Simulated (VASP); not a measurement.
BeS, 2 atoms in the cell. Symmetry: F-43m, No. 216, cubic system. The conventional cell has a = 4.201 Å, b = 4.201 Å, c = 4.201 Å, α = 90.00°, β = 90.00°, γ = 90.00°. Within 2.4 Å of Be (site symmetry -43m) lie 4 S at 1.82 Å. Within 2.4 Å of S (site symmetry -43m) lie 4 Be at 1.82 Å.  This cell differs from its parent crystal: volume scaled by 0.65.

* Program: VASP 6.6.1
* Task: electric field gradients
* Functional: PBE
* Potentials or basis: VASP PAW PBE potentials, release 64 (Be, S)
* Cutoff: 520 eV
* k mesh: 10 × 10 × 10
* Occupations: fermi-dirac, width 0.03 eV
* Spin: no spin polarisation
* Dipole correction: no
* Further INCAR settings: ALGO = Normal; EDIFF = 1e-08; NBANDS = 11

Potentials or basis: VASP PAW PBE potentials, release 64 (Be, S).

The run is started by

```sh
$ cat potpaw_PBE.64/Be/POTCAR potpaw_PBE.64/S/POTCAR > POTCAR
$ mpirun -np 1 vasp_std > vasp.out
```

Hardware: 1 thread of Intel(R) Xeon(R) 6975P-C (Granite Rapids) (shared host).

Estimate the wall time of this run.

Wall time 4 s on 1 thread of Intel(R) Xeon(R) 6975P-C (Granite Rapids), on a shared host, peak memory 0.14 GiB. Counts: scf iterations 14, k points 47.
